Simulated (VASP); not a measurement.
Runs of VASP 6.6.1 on Sn. The structure is that of space group Fd-3m (No. 227), or close to it. The cells are those of the table. This isn't the form of Sn at room conditions, which is tetragonal (white tin).

```csv
task,level,spin,fixed moment (μB),cell,k mesh,cutoff (eV),smearing,gap on the mesh (eV),pressure (GPa)
single point,r2SCAN,off,-,"a = 4.573 Å, angles 60.0°, 2 atoms",4 × 4 × 4,520,fermi-dirac 0.05 eV,none,2.7
single point,PBE,off,-,"a = 4.706 Å, angles 60.0°, 2 atoms",7 × 7 × 7,520,fermi-dirac 0.05 eV,none,0.0
single point,PBEsol,off,-,"a = 4.603 Å, angles 60.0°, 2 atoms",7 × 7 × 7,520,fermi-dirac 0.05 eV,none,0.5
relaxation of cell and atoms,r2SCAN,off,-,"relaxed to 30 GPa from a = 4.573 Å, angles 60.0°, 2 atoms",7 × 7 × 7,550,fermi-dirac 0.05 eV,-,30.0
electric field gradients,RPBE+D4,collinear,1.0,"a = 4.573 Å, angles 60.0°, 2 atoms",7 × 7 × 7,400,gaussian 0.05 eV,-,(a)
relaxation of cell and atoms,r2SCAN,off,-,"relaxed to 10 GPa from a = 4.573 Å, angles 60.0°, 2 atoms",7 × 7 × 7,550,fermi-dirac 0.05 eV,(b),10.0
relaxation of cell and atoms,r2SCAN,off,-,"relaxed to 20 GPa from a = 4.573 Å, angles 60.0°, 2 atoms",7 × 7 × 7,550,fermi-dirac 0.05 eV,0.40,20.0
single point,"b88 exchange, pbe correlation",off,-,"a = 4.701 Å, angles 60.0°, 2 atoms",7 × 7 × 7,500,fermi-dirac 0.05 eV,none,0.0
```

Alike in all rows: potentials or basis VASP PAW PBE potentials, release 64 (Sn_d).

**Question.** Estimate the missing entries.

**Answer.** (a) 4.4; (b) 0.46.

Caveats: some runs use coarse meshes; spin-orbit coupling is left out, which moves the levels of the heavy elements; the PAW data sets were made with another functional, which shifts forces and pressure a little (at least some runs); the cell is relaxed towards a set pressure, so the run minimises the enthalpy, not the energy (at least some runs); an odd mesh through Γ misses points on the zone boundary, where band edges can lie (at least some runs); the cell stands under pressure (at least some runs); the total moment is fixed, so each spin has its own Fermi level (at least some runs).

A k mesh can miss the band edges, and the runs leave out spin-orbit coupling on Sn.

A gap of «none» marks levels without a gap at the run's occupations.
